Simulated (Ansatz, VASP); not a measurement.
One calculation of I, two programs

```xyz
1
Lattice="2.4126 1.3929 2.0378 -2.4126 1.3929 2.0378 0.0000 -2.7858 2.0378" Properties=species:S:1:pos:R:3 pbc="T T T"
I     0.0000    0.0000    3.0567
```

Alike in both runs: functional r2SCAN; k mesh 18 × 18 × 18; occupations gaussian, width 0.1 eV; no spin polarisation.

Ansatz relaxed the structure, and its values are those at the end. VASP's run is a single point on that final structure, the one shown.

|  | VASP | Ansatz |
| --- | --- | --- |
| version | VASP 6.6.1 | Ansatz 0.2.0 |
| potentials or method | VASP PAW PBE potentials, release 64 (I), cutoff 520 eV | scalar-relativistic, plane waves, PAW |
| valence electrons in the cell | 7 | 17 |

VASP gave:

| Property | Result |
| --- | --- |
| gap on the k mesh at the Fermi level (eV) | none |
| pressure (GPa) | -0.1 |

Which values does Ansatz return?

gap on the k mesh at the Fermi level (eV): none; pressure (GPa): 0.0.

VASP's potentials were made for PBE, not for r2SCAN. A gap of «none» marks a metal or a gap that the smearing closes. VASP's potentials hold 7 valence electrons a cell and Ansatz's 17, so a difference there can come from the potentials and not from the codes.

Neither program's run includes spin-orbit coupling.
